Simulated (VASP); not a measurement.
Input of a VASP 6.6.1 run:

INCAR

```
  PREC = Accurate
  ENCUT = 520
  EDIFF = 1E-6
  ISMEAR = -1
  SIGMA = 0.05
  LREAL = F
  LASPH = T
  NELM = 150
  ALGO = Normal
  ISIF = 2
  LWAVE = F
  LCHARG = F
  ISPIN = 2
  MAGMOM = 2.903 -2.903
  LORBIT = 11
  LMAXMIX = 4
  GGA = RE
  NBANDS = 23
```

KPOINTS

```
regular mesh
0
Gamma
  16 16 16
```

The input POSCAR:

```
Cr
1.0
    0.0000000000      2.7760404793      2.7760404793
    2.7760404793      0.0000000000      2.7760404793
    2.7760404793      2.7760404793      0.0000000000
Cr
2
Direct
    0.1250000000      0.1250000000      0.1250000000
    0.8750000000      0.8750000000      0.8750000000
```

Potentials or basis: VASP PAW PBE potentials, release 64 (Cr_pv).

Command:

```bash
$ cat potpaw_PBE.64/Cr_pv/POTCAR > POTCAR
$ mpirun -np 1 vasp_std > vasp.out
```

Problem. Predict the band gap on the k mesh.

Solution. Zero (filled and empty bands overlap).

Problem. Predict the pressure.

Solution. 0.1 GPa.

Problem. Predict the site moments.

Solution. Cr +3.13, -3.13 μB.

Caveat: the PAW data sets were made with another functional, which shifts forces and pressure a little.
